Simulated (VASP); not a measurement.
A run of VASP 6.6.1:

File INCAR:

```
PREC = Accurate
ENCUT = 520
EDIFF = 1E-6
ISMEAR = -1
SIGMA = 0.1
LREAL = F
LASPH = T
NELM = 100
ALGO = Normal
ISIF = 2
LWAVE = F
LCHARG = T
GGA = RP
LELF = T
LVHAR = T
NBANDS = 10
```

The input KPOINTS:

```
Automatic mesh
0
Gamma
  22 22 12
```

POSCAR

```
B
1.0
   -4.2054884060      4.3931440577      0.8193834708
    4.3931440577     -4.2054884060      0.8193834708
    2.0785103789      2.0785103789     -0.4756918010
B
2
Direct
    0.0859552330      0.9140447670      1.0000000000
    0.6640447670      0.3359552330      0.5000000000
```

Potentials or basis: VASP PAW PBE potentials, release 64 (B).

Launch:

```console
$ cat potpaw_PBE.64/B/POTCAR > POTCAR
$ mpirun -np 1 vasp_std > vasp.out
```

Hardware: 1 thread of Intel(R) Xeon(R) 6975P-C (Granite Rapids), on a shared host.

Problem. How long does it take, and how much memory?

Solution. It took 5.5 min on 1 thread of Intel(R) Xeon(R) 6975P-C (Granite Rapids), on a shared host, peak memory 0.51 GiB. Counts: scf iterations 13, k points 1531.
